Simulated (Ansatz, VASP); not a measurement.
# Au: VASP beside Ansatz

File INCAR:

```
  PREC = Accurate
  ENCUT = 520
  EDIFF = 1E-7
  ISMEAR = -1
  SIGMA = 0.1
  LREAL = False
  LASPH = True
  NELM = 60
  ALGO = Normal
  ISIF = 2
  LWAVE = False
  LCHARG = True
  GGA = RP
  LELF = True
  LVHAR = True
  NBANDS = 30
```

Contents of KPOINTS:

```
regular mesh
0
Gamma
  14 14 4
```

Contents of POSCAR:

```
Au
1.0
    2.9839771193      0.0000000000      0.0000000000
   -1.4919885596      2.5841999896      0.0000000000
    0.0000000000      0.0000000000      9.9911282313
Au
4
Direct
    0.0000000000      0.0000000000      0.0000000000
    0.0000000000      0.0000000000      0.5000000000
    0.3333333333      0.6666666667      0.2500000000
    0.6666666667      0.3333333333      0.7500000000
```

Input for Ansatz:

```yaml
crystal:
  lattice:
    - [2.9839771193, 0.0, 0.0]
    - [-1.4919885596, 2.5841999896, 0.0]
    - [0.0, 0.0, 9.9911282313]
  atoms:
    - { symbol: Au, position: [0.0, 0.0, 0.0] }
    - { symbol: Au, position: [0.0, 0.0, 0.5] }
    - { symbol: Au, position: [0.3333333333, 0.6666666667, 0.25] }
    - { symbol: Au, position: [0.6666666667, 0.3333333333, 0.75] }
hamiltonian:
  xc: rpbe
  pseudopotentials:
    kind: paw
    azcp:
      Au: "pseudopotentials/Au.paw.azcp"
basis:
  ecutwfc: 420
  fft_grid_basis: typed
kpoints:
  mp_grid: { grid: [14, 14, 4], shift: [0, 0, 0] }
magnetization:
  spin_polarized: false
scf:
  occupations: { method: fermi_dirac, width: 0.1 }
  lower_state_search: "off"
output:
  stress: true
```

Alike in both runs: task single point; functional RPBE; k mesh 14 × 14 × 4; occupations fermi-dirac, width 0.1 eV; no spin polarisation.

```csv
,VASP,Ansatz
version,VASP 6.6.1,Ansatz 0.2.0
potentials or method,"VASP PAW PBE potentials, release 64 (Au), cutoff 520 eV","plane waves (420 eV) with PAW, scalar-relativistic"
valence electrons in the cell,44,76
```

```tsv
	VASP	Ansatz	Ansatz less VASP
pressure (GPa)	-4.2	-4.1	+0.14
traceless stress, the component that is largest in VASP (GPa)	-0.31	-0.31	+0.005
```

VASP's potentials were made for PBE, not for RPBE. VASP's potentials hold 44 valence electrons a cell and Ansatz's 76, so a difference there can come from the potentials and not from the codes.

Neither program's run includes spin-orbit coupling.
